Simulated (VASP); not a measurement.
Here is a VASP 6.6.1 calculation.

The input INCAR:

```
SYSTEM = AlGa2As3
  PREC = Accurate
  ENCUT = 600
  EDIFF = 1E-6
  ISMEAR = 0
  SIGMA = 0.1
  LREAL = .FALSE.
  LASPH = .TRUE.
  NELM = 60
  ALGO = Normal
  ISIF = 3
  LWAVE = .FALSE.
  LCHARG = .FALSE.
  GGA = PE
  IBRION = 2
  NSW = 90
  EDIFFG = -0.04
```

File KPOINTS:

```
Automatic mesh
0
G
  4 4 2
  0 0 0
```

The input POSCAR:

```
AlGa2As3
1.0
    4.0125340500      0.0000000000      0.0000000000
    0.0000000000      4.0125340500      0.0000000000
    0.0000000000      0.0000000000      7.5088046500
Al Ga As
1 2 3
Direct
    0.0000000000      0.0000000000      0.5000000000
    0.5000000000      0.0000000000      0.0000000000
    0.0000000000      0.5000000000      0.0000000000
    0.0000000000      0.0000000000      0.2290962500
    0.0000000000      0.0000000000      0.7709037500
    0.5000000000      0.5000000000      0.0000000000
```

Potentials or basis: VASP PAW PBE potentials, release 64 (Al, Ga_d, As).

The run is started by

```sh
$ cat potpaw_PBE.64/Al/POTCAR potpaw_PBE.64/Ga_d/POTCAR potpaw_PBE.64/As/POTCAR > POTCAR
$ mpirun -np 1 vasp_std > vasp.out
```

(1) What does it give for the relaxed volume?

(2) What does it give for the space group after relaxing (to 0.1 Å)?

(3) What does it give for the band gap on the k mesh?

(4) Estimate the relaxed cell.

## Answers

(1) 32.44 Å³/atom.

(2) P4/mmm (No. 123).

(3) zero (bands 22 and 23 overlap by 1.01 eV).

(4) a = 5.032 Å, b = 5.032 Å, c = 7.685 Å, α = 90.00°, β = 90.00°, γ = 90.00°.

Caveat: the k points lie up to 0.41 Å⁻¹ apart in the final cell, too coarse for converged energies and pressures of a metal; the volume moved by over 15 % at a fixed basis, so the end points are rough.
